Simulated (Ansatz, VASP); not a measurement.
## Ti3Al: VASP beside Ansatz

```
Ti Al
1.0
     0.00000    3.19152    3.19152
     3.19152    0.00000    3.19152
     3.19152    3.19152    0.00000
Ti Al
3 1
Direct
  0.75000 0.75000 0.75000
  0.25000 0.25000 0.25000
  0.00000 0.00000 0.00000
  0.50000 0.50000 0.50000
```

Alike in both runs: functional PBEsol; k mesh 12 × 12 × 12; occupations gaussian, width 0.1 eV; collinear spin.

Ansatz relaxed the structure, and its values are those at the end. VASP's run is a single point on that final structure, the one shown.

```csv
,VASP,Ansatz
version,VASP 6.6.1,Ansatz 0.2.0
potentials or method,"VASP PAW PBE potentials, release 64 (Ti_sv, Al), cutoff 520 eV","scalar-relativistic, plane waves, PAW"
valence electrons in the cell,39,39
```

|  | VASP | Ansatz | Ansatz less VASP |
| --- | --- | --- | --- |
| gap on the k mesh at the Fermi level (eV) | none | none | - |
| pressure (GPa) | -0.1 | 0.0 | +0.07 |
| net moment per atom (μB) | 0.41 | 0.41 | 0.000 |
| size of the moment on the site where the two differ most (μB) | 0.20 | 0.20 | +0.005 |

VASP's potentials were made for PBE, not for PBEsol. Site moments also hang on the region over which each program counts them. A gap of «none» marks a metal or a gap that the smearing closes. The functional is the same, so the differences come from potentials, cutoffs and numerics.
